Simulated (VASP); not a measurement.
# AlAs (F-43m) in VASP: a series of runs, part 2 of 2

VASP 6.6.1.

### Step 5. Single point, LDA, collinear spin

This run uses another cell than the first one, of 22.74 Å³/atom.

Contents of INCAR:

```
  PREC = Accurate
  ENCUT = 500
  EDIFF = 1E-6
  ISMEAR = 1
  SIGMA = 0.05
  LREAL = False
  LASPH = True
  NELM = 200
  ALGO = Normal
  ISIF = 2
  LWAVE = False
  LCHARG = True
  ISPIN = 2
  MAGMOM = 1 -1
  LORBIT = 11
  LELF = True
  LVHAR = True
  NBANDS = 15
  GGA_COMPAT = False
```

Contents of KPOINTS:

```
Automatic mesh
0
Gamma
  8 8 8
```

Contents of POSCAR:

```
AlAs
1.0
    0.0000000000      2.8331843840      2.8331843840
    2.8331843840      0.0000000000      2.8331843840
    2.8331843840      2.8331843840      0.0000000000
Al As
1 1
Direct
    0.0000000000      0.0000000000      0.0000000000
    0.7500000000      0.7500000000      0.7500000000
```

Potentials or basis: VASP PAW LDA potentials, release 64 (Al, As).

On the command line:

```
$ cat potpaw_LDA.64/Al/POTCAR potpaw_LDA.64/As/POTCAR > POTCAR
$ mpirun -np 1 vasp_std > vasp.out
```

OUTCAR:

```text
PREC = Accurate
   ENCUT = 500
   EDIFF = 1E-6
   ISMEAR = 1
   LREAL = False
   LASPH = True
   NELM = 200
   ISIF = 2
   ISPIN = 2
   LORBIT = 11

 ion  position               nearest neighbor table
   1  0.000  0.000  0.000-   2 2.45   2 2.45   2 2.45   2 2.45
   2  0.750  0.750  0.750-   1 2.45   1 2.45   1 2.45   1 2.45

  LATTYP: Found a face centered cubic cell.
 ALAT       =     5.6663687680

  Lattice vectors:

 A1 = (   0.0000000000,   2.8331843840,   2.8331843840)
 A2 = (   2.8331843840,   0.0000000000,   2.8331843840)
 A3 = (   2.8331843840,   2.8331843840,   0.0000000000)

Analysis of symmetry for initial positions (statically):
=====================================================================
 Subroutine PRICEL returns:
 Original cell was already a primitive cell.

 Routine SETGRP: Setting up the symmetry group for a
 face centered cubic supercell.

 Subroutine GETGRP returns: Found 24 space group operations
 (whereof 24 operations were pure point group operations)
 out of a pool of 48 trial point group operations.

The static configuration has the point symmetry T_d .

Analysis of symmetry for dynamics (positions and initial velocities):
=====================================================================
 Subroutine PRICEL returns:
 Original cell was already a primitive cell.

 Routine SETGRP: Setting up the symmetry group for a
 face centered cubic supercell.

 Subroutine GETGRP returns: Found 24 space group operations
 (whereof 24 operations were pure point group operations)
 out of a pool of 48 trial point group operations.

The dynamic configuration has the point symmetry T_d .

Analysis of structural, dynamic, and magnetic symmetry:
=====================================================================
 Subroutine PRICEL returns:
 Original cell was already a primitive cell.

 Routine SETGRP: Setting up the symmetry group for a
 face centered cubic supercell.

 Subroutine GETGRP returns: Found 24 space group operations
 (whereof 24 operations were pure point group operations)
 out of a pool of 48 trial point group operations.

The overall configuration has the point symmetry T_d .

 Subroutine INISYM returns: Found 24 space group operations
 (whereof 24 operations are pure point group operations),
 and found     1 'primitive' translations

----------------------------------------------------------------------------------------

                                     Primitive cell

  volume of cell :      45.4836

  direct lattice vectors                    reciprocal lattice vectors
     0.000000000  2.833184384  2.833184384    -0.176479866  0.176479866  0.176479866
     2.833184384  0.000000000  2.833184384     0.176479866 -0.176479866  0.176479866
     2.833184384  2.833184384  0.000000000     0.176479866  0.176479866 -0.176479866

  length of vectors
     4.006727781  4.006727781  4.006727781     0.305672094  0.305672094  0.305672094

  position of ions in fractional coordinates (direct lattice)
     0.000000000  0.000000000  0.000000000
     0.750000000  0.750000000  0.750000000

  ion indices of the primitive-cell ions
   primitive index   ion index
                 1           1
                 2           2

----------------------------------------------------------------------------------------

 KPOINTS: Automatic mesh

Automatic generation of k-mesh.
 Grid dimensions read from file:
[... 87 lines left out ...]
  Fermi-wavevector in a.u.,A,eV,Ry     =   0.917248  1.733347 11.447172  0.841343
  Thomas-Fermi vector in A             =   2.042195
   LORBIT       =     11    0 simple, 1 ext, 2 COOP (PROOUT), +10 PAW based schemes
   GGA     = CA    functional components
   LHFCALC =     F    Hartree Fock is set to
   AEXX    =    0.0000 exact exchange contribution
   IVDW    =     0    specifies the selected vdW correction
   LEPSILON=     F    determine dielectric tensor
   LRPA    =     F    only Hartree local field effects (RPA)
 spin polarized calculation
 Methfessel and Paxton  Order N= 1 SIGMA  =   0.05
  energy-cutoff  :      500.00
  volume of cell :       45.48
 maximum number of plane-waves:      1174
 NGX is ok and might be reduce to    30
   NGX = 15   NGY = 15   NGZ = 15

 number of electron       8.0000000 magnetization      -0.0001034

 number of electron       8.0000000 magnetization       0.0000511

 Free energy of the ion-electron system (eV)
  ---------------------------------------------------
  ext. energy  EPLUGINS =         0.00000000
  ---------------------------------------------------
  free energy    TOTEN  =       -10.51176120 eV

  energy without entropy =      -10.51177819  energy(sigma->0) =      -10.51176687

 E-fermi :   3.7987     XC(G=0):  -9.2678

 val. band max:        3.7566158355   @ k =   0.0000   0.0000   0.0000
 cond. band min:       5.0998284205   @ k =   0.5000   0.5000   0.0000
 fundamental gap:      1.3432125851
 Fermi energy:         3.7986938952

 spin component 1

 k-point     1 :       0.0000    0.0000    0.0000
  band No.  band energies     occupation
      1      -8.1213      1.00000
      2       3.7566      0.99993
      3       3.7566      0.99993
      4       3.7566      0.99993
      5       5.6167      0.00000
      6       7.9973      0.00000
      7       7.9973      0.00000
      8       7.9973      0.00000
      9      12.3671      0.00000
     10      12.7844      0.00000
     11      12.7844      0.00000
     12      15.0649      0.00000
     13      15.0649      0.00000
     14      15.0649      0.00000
[... 403 lines left out ...]
      4       2.2134      1.00000
      5       7.3362      0.00000
      6       7.9131      0.00000
      7      10.3605      0.00000
      8      11.3025      0.00000
      9      12.0104      0.00000
     10      14.6652      0.00000
     11      15.9002      0.00000
     12      16.3704      0.00000
     13      19.2289      0.00000
     14      19.8940      0.00000
     15      21.8283      0.00000

 [... further k-points ...]

 spin component 2

 k-point     1 :       0.0000    0.0000    0.0000
  band No.  band energies     occupation
      1      -8.1213      1.00000
      2       3.7566      1.00007
      3       3.7566      1.00007
      4       3.7566      1.00007
      5       5.6164      0.00000
      6       7.9974      0.00000
      7       7.9974      0.00000
      8       7.9974      0.00000
      9      12.3670      0.00000
     10      12.7845      0.00000
     11      12.7845      0.00000
     12      15.0648      0.00000
     13      15.0648      0.00000
     14      15.0648      0.00000
[... 403 lines left out ...]
      4       2.2134      1.00000
      5       7.3361      0.00000
      6       7.9131      0.00000
      7      10.3605      0.00000
      8      11.3024      0.00000
      9      12.0105      0.00000
     10      14.6651      0.00000
     11      15.9002      0.00000
     12      16.3704      0.00000
     13      19.2288      0.00000
     14      19.8941      0.00000
     15      21.8282      0.00000

 [... further k-points ...]

------------------------ aborting loop because EDIFF is reached ----------------------------------------

  FORCE on cell =-STRESS in cart. coord.  units (eV):
  Direction    XX          YY          ZZ          XY          YZ          ZX
  --------------------------------------------------------------------------------------
  -------------------------------------------------------------------------------------
  Total       -0.3151134     -0.3151134     -0.3151134      0.0000000      0.0000000     -0.0000000
  in kB      -11.0999979    -11.0999979    -11.0999979      0.0000000      0.0000000     -0.0000000
  external PRESSURE =     -11.0999979 kB  Pullay stress =       0.0000000 kB

 VOLUME and BASIS-vectors are now :
 -----------------------------------------------------------------------------
  energy-cutoff  :      500.00
  volume of cell :       45.48
      direct lattice vectors                 reciprocal lattice vectors
     0.000000000  2.833184384  2.833184384    -0.176479866  0.176479866  0.176479866
     2.833184384  0.000000000  2.833184384     0.176479866 -0.176479866  0.176479866
     2.833184384  2.833184384  0.000000000     0.176479866  0.176479866 -0.176479866

 POSITION                                       TOTAL-FORCE (eV/Angst)
 -----------------------------------------------------------------------------------
      0.00000      0.00000      0.00000         0.000000      0.000000      0.000000
      4.24978      4.24978      4.24978        -0.000000     -0.000000     -0.000000
 -----------------------------------------------------------------------------------
    total drift:                                0.000000      0.000000      0.000000

  FREE ENERGIE OF THE ION-ELECTRON SYSTEM (eV)
  ---------------------------------------------------
  free  energy   TOTEN  =       -10.5117612028 eV

  energy  without entropy=      -10.5117781901  energy(sigma->0) =      -10.51176687

 total charge

# of ion       s       p       d       tot
------------------------------------------
    1        0.411   0.373   0.000   0.784
    2        1.202   1.686   0.024   2.913
--------------------------------------------------
tot          1.614   2.060   0.024   3.697

 magnetization (x)

# of ion       s       p       d       tot
------------------------------------------
    1        0.000   0.000   0.000   0.000
    2       -0.000  -0.000  -0.000  -0.000
--------------------------------------------------
tot         -0.000  -0.000  -0.000  -0.000
```

stdout:

```text
POSCAR found type information on POSCAR AlAs
 POSCAR found :  2 types and       2 ions
 scaLAPACK will be used
 LDA part: xc-table for (Slater(with rela. corr.)+CA(PZ))
 , standard interpolation
 POSCAR, INCAR and KPOINTS ok, starting setup
 FFT: planning ... GRIDC
 FFT: planning ... GRID_SOFT
 FFT: planning ... GRID
 WAVECAR not read
 entering main loop
```

Wall time 22 s (1 thread of Intel Xeon Platinum 8488C (Sapphire Rapids), shared host); peak memory 0.17 GiB.

Results:

```yaml
Free_energy: -10.5118 eV
Pressure: -1.1 GPa
Band_gap_on_the_k_mesh: 1.34 eV (least direct gap 1.86 eV)
Net_moment: 0.00 μB per cell
Valence_electrons_inside_the_program's_atomic_spheres: Al 0.78; As 2.91
```

Levels at points of the mesh, in eV from the valence-band top:
Spin up:
```tsv
k point	band 2	band 3	band 4	band 5	band 6	band 7
(0.00, 0.00, 0.00)	0.00	0.00	0.00	1.86	4.24	4.24
(0.50, 0.00, 0.00)	-5.58	-0.82	-0.82	2.01	4.63	4.63
(0.50, 0.50, 0.00)	-5.44	-2.17	-2.17	1.34	2.20	10.18
```
Spin down:
| k point | band 2 | band 3 | band 4 | band 5 | band 6 | band 7 |
| --- | --- | --- | --- | --- | --- | --- |
| (0.00, 0.00, 0.00) | 0.00 | 0.00 | 0.00 | 1.86 | 4.24 | 4.24 |
| (0.50, 0.00, 0.00) | -5.58 | -0.82 | -0.82 | 2.01 | 4.63 | 4.63 |
| (0.50, 0.50, 0.00) | -5.44 | -2.17 | -2.17 | 1.34 | 2.20 | 10.18 |

### Step 6. The runs side by side

```csv
task,spin,cell,smearing,gap on the mesh (eV),pressure (GPa)
relaxation of cell and atoms,off,"relaxed to 8 GPa from a = 3.932 Å, angles 60.0°, 2 atoms",gaussian 0.01 eV,1.16,8.0
relaxation of cell and atoms,off,"relaxed to 3 GPa from a = 3.980 Å, angles 60.0°, 2 atoms",gaussian 0.01 eV,1.25,3.0
single point,collinear,"a = 4.007 Å, angles 60.0°, 2 atoms",methfessel-paxton 0.05 eV,1.34,-1.1
```

Alike in all rows: level LDA; potentials or basis VASP PAW LDA potentials, release 64 (Al, As); k mesh 8 × 8 × 8; cutoff (eV) 500.

Caveats: the cell is relaxed towards a set pressure, so the run minimises the enthalpy, not the energy (at least some runs).

Absolute energies hang on the potentials; compare differences alone.
